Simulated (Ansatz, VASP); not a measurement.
**LiBe4: VASP beside Ansatz**

```
CELL_PARAMETERS angstrom
3.82453 0.00000 0.00000
0.00000 3.82453 0.00000
0.00000 0.00000 3.82453
ATOMIC_POSITIONS crystal
Li 0.00000 0.00000 0.00000
Be 0.00000 0.50000 0.50000
Be 0.50000 0.00000 0.50000
Be 0.50000 0.50000 0.00000
Be 0.50000 0.50000 0.50000
```

Alike in both runs: functional PBE; k mesh 5 × 5 × 5; occupations gaussian, width 0.2 eV; no spin polarisation.

Ansatz relaxed the structure, and its values are those at the end. VASP's run is a single point on that final structure, the one shown.

```csv
,VASP,Ansatz
version,VASP 6.6.1,Ansatz 0.2.0
potentials or method,"VASP PAW PBE potentials, release 64 (Li_sv, Be), cutoff 750 eV","scalar-relativistic, plane waves, PAW"
valence electrons in the cell,11,11
```

|  | VASP | Ansatz | Ansatz less VASP |
| --- | --- | --- | --- |
| gap on the k mesh at the Fermi level (eV) | none | none | - |
| pressure (GPa) | 0.2 | 0.2 | 0.00 |

A gap of «none» marks a metal or a gap that the smearing closes.
